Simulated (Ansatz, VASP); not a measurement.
## Two plane-wave programs on Ir

```
Ir
1.0
     0.00000    1.82371    1.82371
     1.82371    0.00000    1.82371
     1.82371    1.82371    0.00000
Ir
1
Direct
  0.00000 0.00000 0.00000
```

Change from the starting cell: strain -0.050 along x and y, -0.050 along z, atoms carried along.

Alike in both runs: task single point; functional PBEsol; k mesh 22 × 22 × 22; occupations gaussian, width 0.15 eV; no spin polarisation.

```csv
,VASP,Ansatz
version,VASP 6.6.1,Ansatz 0.2.0
potentials or method,"VASP PAW PBE potentials, release 64 (Ir), cutoff 520 eV","scalar-relativistic, plane waves, PAW"
valence electrons in the cell,9,17
```

|  | VASP | Ansatz | Ansatz less VASP |
| --- | --- | --- | --- |
| gap on the k mesh at the Fermi level (eV) | none | none | - |
| pressure (GPa) | 84.8 | 81.9 | -2.93 |

VASP's potentials were made for PBE, not for PBEsol. A gap of «none» marks a metal or a gap that the smearing closes. Both programs put the cell under a high pressure, so it lies far from rest at this level. VASP's potentials hold 9 valence electrons a cell and Ansatz's 17, so a difference there can come from the potentials and not from the codes.

Neither program's run includes spin-orbit coupling. Noted on VASP's run: the cell as given lies far from equilibrium.
